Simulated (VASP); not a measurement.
**C: single point with PBEsol**

Crystal: C.

```
CELL_PARAMETERS angstrom
2.44567 0.00000 0.00000
-1.22284 2.11801 0.00000
0.00000 0.00000 6.08890
ATOMIC_POSITIONS crystal
C 0.00000 0.00000 0.00250
C 0.00000 0.00000 0.50250
C 0.33333 0.66667 0.00250
C 0.66667 0.33333 0.50250
```

* Program: VASP 6.6.1
* Task: single point
* Functional: PBEsol
* Potentials or basis: VASP PAW PBE potentials, release 64 (C)
* Cutoff: 600 eV
* k mesh: 10 × 10 × 4
* Occupations: gaussian, width 0.01 eV
* Spin: no spin polarisation

```
Pressure : 7.3 GPa
```

Stress tensor (GPa, compression positive):
```
7.59 0.00 0.00
0.00 7.59 0.00
0.00 0.00 6.65
```

Run time: 16 s on 1 thread of Intel(R) Xeon(R) Platinum 8488C (Sapphire Rapids) (shared host), peak memory 0.15 GiB.

Caveat: the cell stands under pressure; this functional lacks dispersion, which binds the layers, so the pressure and a relaxed spacing across them are unreliable; the PAW data sets were made with another functional, which shifts forces and pressure a little.
